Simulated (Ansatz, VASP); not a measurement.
CoSi in VASP and in Ansatz

The input INCAR:

```
  PREC = Accurate
  ENCUT = 600
  EDIFF = 1E-6
  ISMEAR = 0
  SIGMA = 0.15
  LREAL = False
  LASPH = True
  NELM = 120
  ALGO = Normal
  ISIF = 2
  LWAVE = False
  LCHARG = True
  GGA = PE
  LELF = True
  LVHAR = True
  NBANDS = 66
  GGA_COMPAT = False
```

KPOINTS

```
Automatic mesh
0
Gamma
  9 9 5
```

File POSCAR:

```
CoSi
1.0
    0.0000000000     -4.4308490675      0.0000000000
    0.0000000000      0.0000000000     -4.4308490675
   10.8616981350      0.0000000000      0.0000000000
Co Si
8 8
Direct
    0.8549810878      0.8549810878      0.6710581000
    0.8549810878      0.8549810878      0.2631247352
    0.1450189122      0.3549810878      0.7567086768
    0.1450189122      0.3549810878      0.3487753120
    0.6450189122      0.1450189122      0.0591580528
    0.6450189122      0.1450189122      0.4670914176
    0.3549810878      0.6450189122      0.1448086296
    0.3549810878      0.6450189122      0.5527419944
    0.1568402896      0.1568402896      0.1399862953
    0.1568402896      0.1568402896      0.5479196601
    0.8431597104      0.6568402896      0.0639803871
    0.8431597104      0.6568402896      0.4719137519
    0.3431597104      0.8431597104      0.7518863425
    0.3431597104      0.8431597104      0.3439529777
    0.6568402896      0.3431597104      0.6758804342
    0.6568402896      0.3431597104      0.2679470695
```

Input for Ansatz:

```yaml
crystal:
  lattice:
    - [0.0, -4.4308490675, 0.0]
    - [0.0, 0.0, -4.4308490675]
    - [10.861698135, 0.0, 0.0]
  atoms:
    - { symbol: Co, position: [0.8549810878, 0.8549810878, 0.6710581] }
    - { symbol: Co, position: [0.8549810878, 0.8549810878, 0.2631247352] }
    - { symbol: Co, position: [0.1450189122, 0.3549810878, 0.7567086768] }
    - { symbol: Co, position: [0.1450189122, 0.3549810878, 0.348775312] }
    - { symbol: Co, position: [0.6450189122, 0.1450189122, 0.0591580528] }
    - { symbol: Co, position: [0.6450189122, 0.1450189122, 0.4670914176] }
    - { symbol: Co, position: [0.3549810878, 0.6450189122, 0.1448086296] }
    - { symbol: Co, position: [0.3549810878, 0.6450189122, 0.5527419944] }
    - { symbol: Si, position: [0.1568402896, 0.1568402896, 0.1399862953] }
    - { symbol: Si, position: [0.1568402896, 0.1568402896, 0.5479196601] }
    - { symbol: Si, position: [0.8431597104, 0.6568402896, 0.0639803871] }
    - { symbol: Si, position: [0.8431597104, 0.6568402896, 0.4719137519] }
    - { symbol: Si, position: [0.3431597104, 0.8431597104, 0.7518863425] }
    - { symbol: Si, position: [0.3431597104, 0.8431597104, 0.3439529777] }
    - { symbol: Si, position: [0.6568402896, 0.3431597104, 0.6758804342] }
    - { symbol: Si, position: [0.6568402896, 0.3431597104, 0.2679470695] }
basis:
  ecutwfc: 420
kpoints:
  mp_grid: { grid: [9, 9, 5] }
hamiltonian:
  xc: pbe
scf:
  occupations: { method: gaussian, width: 0.15 }
output:
  forces: true
  stress: true
  eigenvalues: true
```

Alike in both runs: task single point; functional PBE; k mesh 9 × 9 × 5; occupations gaussian, width 0.15 eV; no spin polarisation.

```csv
,VASP,Ansatz
version,VASP 6.6.1,Ansatz 0.2.0
potentials or method,"VASP PAW PBE potentials, release 64 (Co, Si), cutoff 600 eV","scalar-relativistic, plane waves, PAW"
valence electrons in the cell,104,168
```

Ansatz gave:

- gap on the k mesh at the Fermi level (eV): none
- pressure (GPa): -5.7
- traceless stress, the component that is largest in VASP (GPa): 2.02
- rms of the force components (eV/Å): 0.330

Which values does VASP return?

gap on the k mesh at the Fermi level (eV): none; pressure (GPa): -5.6; traceless stress, the component that is largest in VASP (GPa): 1.99; rms of the force components (eV/Å): 0.324.

Atom by atom the forces differ by 0.010 eV/Å (rms over components). A gap of «none» marks a metal or a gap that the smearing closes. VASP's potentials hold 104 valence electrons a cell and Ansatz's 168, so a difference there can come from the potentials and not from the codes.
